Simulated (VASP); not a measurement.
# CdF2 (Fm-3m) in VASP: notebook

The runs below take CdF2 through single point, with PBEsol+D3(BJ), revPBE+D4.

All numbers are computed with VASP 6.6.1; they aren't measurements. Logs are shortened: lines on timing, memory, paths and dates and some standing lists are left out, and cuts for length are marked.

## Step 1: The cell of the first run

It takes space group Fm-3m (No. 225, cubic). The conventional cell has a = 5.426 Å, b = 5.426 Å, c = 5.426 Å, α = 90.00°, β = 90.00°, γ = 90.00°. Cd (site symmetry m-3m) has 8 F at 2.35 Å within 3.1 Å. Within 3.1 Å of F (site symmetry -43m) lie 4 Cd at 2.35 Å and 6 F at 2.71 Å.

## Step 2: Single point, PBEsol+D3(BJ) (volume scaled by 1.04)

The input, INCAR:

```
PREC = Accurate
ENCUT = 520
EDIFF = 1E-6
ISMEAR = 0
SIGMA = 0.05
LREAL = False
LASPH = True
NELM = 100
ALGO = Normal
ISIF = 2
LWAVE = False
LCHARG = True
GGA = PS
IVDW = 12
LELF = True
LVHAR = True
NBANDS = 20
```

The input, KPOINTS:

```
regular mesh
0
Gamma
  8 8 8
```

The input, POSCAR:

```
CdF2
1.0
    0.0000000000      2.7130436821      2.7130436821
    2.7130436821      0.0000000000      2.7130436821
    2.7130436821      2.7130436821      0.0000000000
Cd F
1 2
Direct
    0.0000000000      0.0000000000      0.0000000000
    0.2500000000      0.2500000000      0.2500000000
    0.7500000000      0.7500000000      0.7500000000
```

Potentials or basis: VASP PAW PBE potentials, release 64 (Cd, F).

Started as:

```console
$ cat potpaw_PBE.64/Cd/POTCAR potpaw_PBE.64/F/POTCAR > POTCAR
$ mpirun -np 1 vasp_std > vasp.out
```

OUTCAR:

```text
PREC = Accurate
   ENCUT = 520
   EDIFF = 1E-6
   ISMEAR = 0
   LREAL = False
   LASPH = True
   NELM = 100
   ISIF = 2
   GGA = PS
   IVDW = 12
 IVDW          = 12

 ion  position               nearest neighbor table
   1  0.000  0.000  0.000-   3 2.35   3 2.35   3 2.35   2 2.35   2 2.35   2 2.35   3 2.35   2 2.35

   2  0.250  0.250  0.250-   1 2.35   1 2.35   1 2.35   1 2.35
   3  0.750  0.750  0.750-   1 2.35   1 2.35   1 2.35   1 2.35

  LATTYP: Found a face centered cubic cell.
 ALAT       =     5.4260873642

  Lattice vectors:

 A1 = (   0.0000000000,   2.7130436821,   2.7130436821)
 A2 = (   2.7130436821,   0.0000000000,   2.7130436821)
 A3 = (   2.7130436821,   2.7130436821,   0.0000000000)

Analysis of symmetry for initial positions (statically):
=====================================================================
 Subroutine PRICEL returns:
 Original cell was already a primitive cell.

 Routine SETGRP: Setting up the symmetry group for a
 face centered cubic supercell.

 Subroutine GETGRP returns: Found 48 space group operations
[... 9 lines left out ...]

 Routine SETGRP: Setting up the symmetry group for a
 face centered cubic supercell.

 Subroutine GETGRP returns: Found 48 space group operations
[... 11 lines left out ...]
                                     Primitive cell

  volume of cell :      39.9393

  direct lattice vectors                    reciprocal lattice vectors
     0.000000000  2.713043682  2.713043682    -0.184294858  0.184294858  0.184294858
     2.713043682  0.000000000  2.713043682     0.184294858 -0.184294858  0.184294858
     2.713043682  2.713043682  0.000000000     0.184294858  0.184294858 -0.184294858

  length of vectors
     3.836823171  3.836823171  3.836823171     0.319208058  0.319208058  0.319208058

  position of ions in fractional coordinates (direct lattice)
     0.000000000  0.000000000  0.000000000
     0.250000000  0.250000000  0.250000000
     0.750000000  0.750000000  0.750000000

  ion indices of the primitive-cell ions
   primitive index   ion index
                 1           1
                 2           2
                 3           3

----------------------------------------------------------------------------------------

 KPOINTS: regular mesh

Automatic generation of k-mesh.
 Grid dimensions read from file:
 generate k-points for:    8    8    8

 Generating k-lattice:

  Cartesian coordinates                     Fractional coordinates (reciprocal lattice)
[... 56 lines left out ...]
   LSORBIT =      F    spin-orbit coupling
   LASPH  =      T    aspherical Exc in radial PAW
   ENCUT  =  520.0 eV  38.22 Ry    6.18 a.u.   7.13  7.13  7.13*2*pi/ulx,y,z
   NELM   =    100;   NELMIN=  2; NELMDL= -5     # of ELM steps
   EDIFF  = 0.1E-05   stopping-criterion for ELM
   LREAL  =      F    real-space projection
   EDIFFG = 0.1E-04   stopping-criterion for IOM
   NSW    =      0    number of steps for IOM
   IBRION =     -1    ionic relax: 0-MD 1-quasi-New 2-CG
   NFREE  =      0    steps in history (QN), initial steepest desc. (CG)
   ISIF   =      2    stress and relaxation
   ISYM   =      2    0-nonsym 1-usesym 2-fastsym
   POTIM  = 0.5000    time-step for ionic-motion
   TEBEG  =    0.0;   TEEND  =   0.0 temperature during run
   PSTRESS=    0.0 pullay stress
   NELECT =      26.0000    total number of electrons
   NUPDOWN=      -1.0000    fix difference up-down
   EMIN   =  10.00;   EMAX   =-10.00  energy-range for DOS
   EFERMI =   0.00;   METHOD = LEGACY
   ISMEAR =     0;   SIGMA  =   0.05  broadening in eV -4-tet -1-fermi 0-gaus
   EFERMI_NEDOS =   21; number of points for ismear=-14 and -15
   IALGO  =     38    algorithm
   IMIX   =      4    mixing-type and parameters
     AMIX     =   0.40;   BMIX     =  1.00
     AMIX_MAG =   1.60;   BMIX_MAG =  1.00
  volume/ion in A,a.u.               =      13.31        89.84
  Fermi-wavevector in a.u.,A,eV,Ry     =   1.418837  2.681213 27.389866  2.013098
  Thomas-Fermi vector in A             =   2.539921
   LORBIT       =      0    0 simple, 1 ext, 2 COOP (PROOUT), +10 PAW based schemes
   GGA     = PS    functional components
   LHFCALC =     F    Hartree Fock is set to
   AEXX    =    0.0000 exact exchange contribution
   IVDW    =    12    specifies the selected vdW correction
   LEPSILON=     F    determine dielectric tensor
   LRPA    =     F    only Hartree local field effects (RPA)
 non-spin polarized calculation
 Gauss-broadening in eV      SIGMA  =   0.05
  energy-cutoff  :      520.00
  volume of cell :       39.94
 maximum number of plane-waves:      1090
 NGX is ok and might be reduce to    30
   NGX = 15   NGY = 15   NGZ = 15

 number of electron      25.9999981 magnetization

 Free energy of the ion-electron system (eV)
  ---------------------------------------------------
  ext. energy  EPLUGINS =         0.00000000
  ---------------------------------------------------
  free energy    TOTEN  =       -11.59147833 eV

  energy without entropy =      -11.59147833  energy(sigma->0) =      -11.59147833

 E-fermi :  -1.2519     XC(G=0): -10.5902

 val. band max:       -1.6007766635   @ k =  -0.2500   0.5000   0.2500
 cond. band min:       1.2316487067   @ k =   0.0000   0.0000   0.0000
 fundamental gap:      2.8324253702
 Fermi energy:        -1.2518972607

 k-point     1 :       0.0000    0.0000    0.0000
  band No.  band energies     occupation
      1     -22.1998      2.00000
      2     -21.1237      2.00000
      3      -7.1631      2.00000
      4      -7.1631      2.00000
      5      -7.1631      2.00000
      6      -6.0032      2.00000
[... 541 lines left out ...]
     19      16.7641      0.00000
     20      20.2998      0.00000

 [... further k-points ...]

------------------------ aborting loop because EDIFF is reached ----------------------------------------

 Edisp (eV)   -0.40152

 E8    (eV) :    -0.2407

  FORCE on cell =-STRESS in cart. coord.  units (eV):
  Direction    XX          YY          ZZ          XY          YZ          ZX
  --------------------------------------------------------------------------------------
  -------------------------------------------------------------------------------------
  Total      -0.83564    -0.83564    -0.83564     0.00000     0.00000    -0.00000
  in kB     -33.52201   -33.52201   -33.52201     0.00000     0.00000    -0.00000
  external pressure =      -33.52 kB  Pullay stress =        0.00 kB

 VOLUME and BASIS-vectors are now :
 -----------------------------------------------------------------------------
  energy-cutoff  :      520.00
  volume of cell :       39.94
      direct lattice vectors                 reciprocal lattice vectors
     0.000000000  2.713043682  2.713043682    -0.184294858  0.184294858  0.184294858
     2.713043682  0.000000000  2.713043682     0.184294858 -0.184294858  0.184294858
     2.713043682  2.713043682  0.000000000     0.184294858  0.184294858 -0.184294858

 POSITION                                       TOTAL-FORCE (eV/Angst)
 -----------------------------------------------------------------------------------
      0.00000      0.00000      0.00000         0.000000     -0.000000      0.000000
      1.35652      1.35652      1.35652        -0.000000     -0.000000     -0.000000
      4.06957      4.06957      4.06957         0.000000      0.000000      0.000000
 -----------------------------------------------------------------------------------
    total drift:                                0.000000     -0.000000      0.000000

  FREE ENERGIE OF THE ION-ELECTRON SYSTEM (eV)
  ---------------------------------------------------
  free  energy   TOTEN  =       -11.9929964448 eV

  energy  without entropy=      -11.9929964448  energy(sigma->0) =      -11.99299644
```

stdout:

```text
POSCAR found type information on POSCAR CdF
 POSCAR found :  2 types and       3 ions
 scaLAPACK will be used
 -----------------------------------------------------------------------------
|                                                                             |
|                                                                             |
|     You enforced a specific xc type in the INCAR file but a different       |
|     I HOPE YOU KNOW WHAT YOU ARE DOING!                                     |
|                                                                             |
 -----------------------------------------------------------------------------

 LDA part: xc-table for (Slater+PW92), standard interpolation
 POSCAR, INCAR and KPOINTS ok, starting setup
 FFT: planning ... GRIDC
 FFT: planning ... GRID_SOFT
 FFT: planning ... GRID
 WAVECAR not read
 entering main loop
```

Run time: 22 s. Hardware: 1 thread of Intel Xeon 6975P-C (Granite Rapids), shared host; peak memory 0.18 GiB.

Results:

| Property | Result |
| --- | --- |
| Free energy | -11.9930 eV |
| Pressure | -3.4 GPa |
| Band gap on the k mesh | 2.83 eV, indirect (least direct gap 3.35 eV) |
| Dispersion energy per atom | -0.134 eV |

Levels at points of the mesh, in eV from the valence-band top:
| k point | band 10 | band 11 | band 12 | band 13 | band 14 | band 15 | band 16 | band 17 |
| --- | --- | --- | --- | --- | --- | --- | --- | --- |
| (0.00, 0.00, 0.00) | -0.94 | -0.52 | -0.52 | -0.52 | 2.83 | 12.40 | 12.40 | 12.40 |
| (0.50, 0.00, 0.00) | -1.80 | -1.80 | -0.41 | -0.41 | 6.90 | 8.90 | 14.13 | 14.13 |
| (0.50, 0.50, 0.00) | -2.90 | -0.47 | -0.09 | -0.09 | 7.71 | 9.35 | 11.65 | 13.92 |

Caveat: the cell differs from its parent crystal (volume scaled by 1.04); the PAW data sets were made with another functional, which shifts forces and pressure a little. A k mesh can miss the band edges.

## Step 3: Single point, revPBE+D4

This run uses another cell than the first one, of 13.47 Å³/atom, 1.012 times its volume.

The input, INCAR:

```
ALGO = Normal
EDIFF = 1E-7
ENCUT = 520
GGA = RE
ISIF = 2
ISMEAR = 0
IVDW = 13
LASPH = True
LCHARG = False
LREAL = False
LWAVE = False
NBANDS = 20
NELM = 100
PREC = Accurate
SIGMA = 0.05
```

The input, KPOINTS:

```
k-points
0
Gamma
  8 8 8
```

The input, POSCAR:

```
CdF2
1.0
    0.0000000000      2.7238303942      2.7238303942
    2.7238303942      0.0000000000      2.7238303942
    2.7238303942      2.7238303942      0.0000000000
Cd F
1 2
Direct
    0.0000000000      0.0000000000      0.0000000000
    0.2500000000      0.2500000000      0.2500000000
    0.7500000000      0.7500000000      0.7500000000
```

Potentials or basis: VASP PAW PBE potentials, release 64 (Cd, F).

Started as:

```console
$ cat potpaw_PBE.64/Cd/POTCAR potpaw_PBE.64/F/POTCAR > POTCAR
$ mpirun -np 1 vasp_std > vasp.out
```

It took 31 s on 1 thread of Intel Xeon Platinum 8488C (Sapphire Rapids), shared host; peak memory 0.17 GiB.

Results (log left out):

| Property | Result |
| --- | --- |
| Free energy | -11.0365 eV |
| Pressure | 2.1 GPa |
| Band gap on the k mesh | 3.11 eV, indirect (least direct gap 3.65 eV) |
| Dispersion energy per atom | -0.337 eV |

Levels at points of the mesh, in eV from the valence-band top:
```csv
k point,band 10,band 11,band 12,band 13,band 14,band 15,band 16,band 17
"(0.00, 0.00, 0.00)",-0.88,-0.55,-0.55,-0.55,3.11,12.72,12.72,12.72
"(0.50, 0.00, 0.00)",-1.70,-1.70,-0.42,-0.42,7.02,9.28,14.35,14.35
"(0.50, 0.50, 0.00)",-2.75,-0.43,-0.08,-0.08,7.83,9.63,12.19,14.15
```

Caveat: the PAW data sets were made with another functional, which shifts forces and pressure a little. A k mesh can miss the band edges.
